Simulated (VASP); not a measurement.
Here is a VASP 6.6.1 calculation.

File INCAR:

```
  ALGO = Normal
  DIPOL = 0.5 0.5 0.294
  EDIFF = 1E-7
  ENCUT = 520
  GGA = PE
  IDIPOL = 3
  ISIF = 2
  ISMEAR = 0
  LASPH = True
  LCHARG = False
  LDIPOL = True
  LREAL = False
  LWAVE = False
  NBANDS = 14
  NELM = 100
  PREC = Accurate
  SIGMA = 0.1
```

The input KPOINTS:

```
k-points
0
Gamma
  18 18 1
```

File POSCAR:

```
Re
1.0
    4.0590962904      0.0000003825      0.0000000000
   -2.0295484764      3.5152803127      0.0000000000
    0.0000000000      0.0000000000     23.8000000000
Re
2
Direct
    0.3333333333      0.6666666667      0.2941176471
    0.6666666667      0.3333333333      0.2941176471
```

Potentials or basis: VASP PAW PBE potentials, release 64 (Re).

Run with:

```bash
$ cat potpaw_PBE.64/Re/POTCAR > POTCAR
$ mpirun -np 1 vasp_std > vasp.out
```

(1) Predict the band gap on the k mesh.

Results:

(1) zero (band 7 reaches -4.00 eV, above the bottom of band 8 at -5.13 eV).

Caveat: spin-orbit coupling is left out, which moves the levels of the heavy elements.
